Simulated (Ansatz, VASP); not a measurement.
## Two plane-wave programs on AlSi23HO48

```
Si O Al H
1.0
     9.83160    0.00000    0.00000
    -4.91580    8.51441    0.00000
     0.00000    0.00000   10.81820
Si O Al H
23 48 1 1
Cartesian
  2.5913 0.0503 1.7909
  -1.2648 2.2720 3.6099
  1.1634 2.0479 10.8113
  -2.2745 8.4418 7.1793
  8.4263 2.2543 9.0431
  1.1622 1.8932 5.4517
  0.2046 4.2910 1.8405
  -3.7850 6.5686 3.5917
  -1.2760 6.2956 0.0391
  -3.7369 6.4825 9.0360
  -1.2748 6.2391 5.3582
  7.6007 0.0112 1.8125
  3.5880 2.2903 3.6366
  5.9905 1.9382 0.0569
  7.5413 0.0030 7.2294
  3.5931 2.2319 9.0042
  6.0878 1.9534 5.3847
  5.0589 4.2653 1.8407
  1.1925 6.5514 3.6491
  3.6170 6.2515 0.0188
  5.1338 4.2116 7.2300
  1.1720 6.5695 9.0488
  3.6272 6.2614 5.4471
  -0.3105 1.6776 4.7802
  1.1462 3.1322 1.1985
  -0.7382 3.6884 3.0168
  1.6636 0.6183 0.5723
  2.1234 2.5177 4.2803
  3.5279 1.2200 2.4107
  -0.3271 1.8853 10.1725
  1.1245 2.8485 6.7357
  -1.0722 3.7771 8.3694
  1.7369 0.4407 5.9287
  2.1267 2.5599 9.6135
  3.5453 1.1131 7.8293
  -2.7822 6.0863 4.7645
  -1.3394 7.4119 1.2138
  -3.3054 7.9762 2.9418
  -0.7384 4.8939 0.6563
  -0.3023 6.8620 4.1957
  1.1679 5.4365 2.4626
  -2.7638 6.0223 10.2530
  -1.2909 7.2789 6.6272
  -3.2577 7.8658 8.3518
  -0.7655 4.8113 5.8568
  -0.3297 6.8146 9.6460
  1.2157 5.4659 7.9022
  4.5997 1.7304 4.7845
  5.9714 3.0712 1.2203
  4.1274 3.7074 3.0516
  6.5749 0.5554 0.6643
  7.0686 2.4830 4.2051
  8.5293 1.2178 2.3657
  4.5256 1.6860 10.2303
  6.0720 3.0591 6.5851
  4.1869 3.6161 8.4016
  6.6047 0.5513 6.0187
  6.9588 2.4698 9.6667
  8.4785 1.2014 7.8253
  2.1304 6.0000 4.8691
  3.6742 7.4136 1.1593
  1.8087 7.9248 3.0402
  4.1095 4.8424 0.6525
  4.5635 6.7776 4.2223
  6.0245 5.4322 2.4204
  2.1022 6.0906 10.3050
  3.6082 7.3719 6.6379
  1.7093 7.9990 8.4641
  4.2196 4.8857 6.0774
  4.5849 6.6727 9.5892
  6.1879 5.2651 7.9250
  0.2728 4.2801 7.1177
  -2.1919 4.4595 8.1472
```

Alike in both runs: task single point; functional r2SCAN; k mesh 1 × 1 × 1; occupations gaussian, width 0.02 eV; no spin polarisation.

```csv
,VASP,Ansatz
version,VASP 6.6.1,Ansatz 0.2.0
potentials or method,"VASP PAW PBE potentials, release 64 (Si, O, Al, H)","scalar-relativistic, plane waves, PAW"
plane-wave cutoff (eV),520,500
valence electrons in the cell,384,384
```

```tsv
	VASP	Ansatz	Ansatz less VASP
gap on the k mesh at the Fermi level (eV)	5.81	5.82	+0.006
least direct gap on the mesh (eV)	5.81	5.82	+0.006
```

VASP's potentials were made for PBE, not for r2SCAN.
